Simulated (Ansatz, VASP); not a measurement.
## Two plane-wave programs on Ta2SiO3

```xyz
6
Lattice="5.0259 0.0000 0.0000 -2.5130 4.3526 0.0000 0.0000 0.0000 3.2230" Properties=species:S:1:pos:R:3 pbc="T T T"
Ta    0.0000    2.9017    1.6115
Ta    2.5130    1.4509    1.6115
Si    0.0000    0.0000    0.0000
O     2.9815    0.0000    0.0000
O    -1.4907    2.5820    0.0000
O     1.0222    1.7705    0.0000
```

Alike in both runs: functional PBE; k mesh 6 × 6 × 8; occupations gaussian, width 0.02 eV; no spin polarisation.

Ansatz relaxed the structure, and its values are those at the end. VASP's run is a single point on that final structure, the one shown.

|  | VASP | Ansatz |
| --- | --- | --- |
| version | VASP 6.6.1 | Ansatz 0.2.0 |
| potentials or method | VASP PAW PBE potentials, release 64 (Ta_sv_GW, Si, O), cutoff 600 eV | scalar-relativistic, plane waves, PAW |
| valence electrons in the cell | 48 | 48 |

```tsv
	VASP	Ansatz	Ansatz less VASP
gap on the k mesh at the Fermi level (eV)	0.68	0.68	0.000
least direct gap on the mesh (eV)	0.68	0.68	0.000
pressure (GPa)	-0.1	0.0	+0.14
rms of the force components (eV/Å)	0.004	0.002	-0.0018
```

Spin-orbit coupling is off throughout.
